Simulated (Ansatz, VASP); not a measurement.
**AgCl in VASP and in Ansatz**

```
Ag Cl
1.0
     3.42249    0.00000    0.00000
     0.00000    3.42249    0.00000
     0.00000    0.00000    3.42249
Ag Cl
1 1
Direct
  0.00000 0.00000 0.00000
  0.50000 0.50000 0.50000
```

Change from the starting cell: volume scaled by 0.99.

Alike in both runs: task single point; functional PBE; k mesh 9 × 9 × 9; occupations fermi-dirac, width 0.01 eV; no spin polarisation.

|  | VASP | Ansatz |
| --- | --- | --- |
| version | VASP 6.6.1 | Ansatz 0.2.0 |
| potentials or method | VASP PAW PBE potentials, release 64 (Ag, Cl), cutoff 520 eV | all-electron LAPW, scalar-relativistic |

Ansatz gave:

- gap on the k mesh at the Fermi level (eV): 0.61
- pressure (GPa): 0.4

Q: Estimate VASP's values.

A: gap on the k mesh at the Fermi level (eV): 0.61; pressure (GPa): 0.2.

Ansatz ran all-electron here, and VASP with PAW potentials.
